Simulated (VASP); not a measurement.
The system is CO2.

```
C O
1.0
     4.19256    0.00000    0.00000
     0.00000    4.19256    0.00000
     0.00000    0.00000    4.60511
C O
2 4
Direct
  0.50000 0.50000 0.50000
  0.00000 0.00000 0.00000
  0.30427 0.69573 0.50000
  0.69573 0.30427 0.50000
  0.19573 0.19573 0.00000
  0.80427 0.80427 0.00000
```

Base run:

* Program: VASP 6.6.1
* Functional: r2SCAN
* Potentials or basis: VASP PAW PBE potentials, release 64 (C, O)
* Cutoff: 520 eV
* k mesh: 6 × 6 × 6
* Occupations: gaussian, width 0.01 eV
* Spin: no spin polarisation

Its results: band gap on the k mesh 7.25 eV (least direct gap 7.76 eV); pressure 2.6 GPa; largest force 0.705 eV/Å.

Task: The run is repeated on the same cell with these changes: functional from r2SCAN to PBE. What comes out?

Result: Band gap on the k mesh 6.66 eV (least direct gap 7.16 eV); pressure 6.6 GPa; largest force 1.441 eV/Å.

Caveats: the PAW data sets were made with another functional, which shifts forces and pressure a little (at least some runs); the stress differs along the axes, from 2 to 9 GPa (at least some runs); this functional lacks dispersion, which holds the molecules together, so the pressure and a relaxed volume are unreliable (at least some runs); forces of over 1 eV/Å act on the atoms, so gaps and moduli don't describe the material at rest (at least some runs).

A k mesh can miss the band edges.
